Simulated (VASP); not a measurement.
Wanted: the native input for a VASP 6.6.1 run.

```
Task                   : relaxation of cell and atoms
Functional             : PBEsol
Potentials or basis    : VASP PAW PBE potentials, release 64 (Ti_sv)
Cutoff                 : 600 eV
k mesh                 : 18 × 18 × 18
Occupations            : gaussian, width 0.1 eV
Spin                   : no spin polarisation
Target pressure        : -3 GPa
Dipole correction      : no
Further INCAR settings : ALGO = Fast; EDIFF = 1e-06; IBRION = 2; EDIFFG = -0.008; NSW = 70; ISIF = 3
```

The structure of Ti lies in POSCAR:

```
Ti
1.0
    0.0000000000      2.0471361778      2.0471361778
    2.0471361778      0.0000000000      2.0471361778
    2.0471361778      2.0471361778      0.0000000000
Ti
1
Direct
    0.0000000000      0.0000000000      0.0000000000
```

This isn't the form of Ti at room conditions, which is hcp.

One way to write it, as run:

INCAR

```
SYSTEM = Ti
PREC = Accurate ; ENCUT = 600
EDIFF = 1E-6 ; ISMEAR = 0
SIGMA = 0.1 ; LREAL = .FALSE.
LASPH = .TRUE. ; NELM = 80
ALGO = Fast ; ISIF = 3
LWAVE = .FALSE. ; LCHARG = .FALSE.
GGA = PS ; IBRION = 2
NSW = 70 ; EDIFFG = -0.008
PSTRESS = -30.0
```

KPOINTS

```
regular mesh
0
G
  18 18 18
  0 0 0
```

Potentials or basis: VASP PAW PBE potentials, release 64 (Ti_sv).

The run is started by

```sh
$ cat potpaw_PBE.64/Ti_sv/POTCAR > POTCAR
$ mpirun -np 1 vasp_std > vasp.out
```

Results of the run:

```
Relaxed volume                                             : 17.07 Å³/atom
Relaxed cell                                               : a = 2.890 Å, b = 2.890 Å, c = 2.890 Å, α = 60.00°, β = 60.00°, γ = 60.00°
Space group after relaxing (to 0.1 Å)                      : Fm-3m (No. 225)
Energy change on relaxing (the run minimises the enthalpy) : -1.7 meV/atom
Ionic steps                                                : 2
Pressure after relaxing                                    : -2.9 GPa
Band gap on the k mesh                                     : zero (bands 6 and 7 overlap by 1.33 eV)
```

Caveat: the cell is relaxed towards a set pressure, so the run minimises the enthalpy, not the energy; the PAW data sets were made with another functional, which shifts forces and pressure a little.

Wall time 76 s on 1 thread of AMD EPYC 9R45 96-Core Processor (Zen 5), on a shared host, peak memory 0.14 GiB.
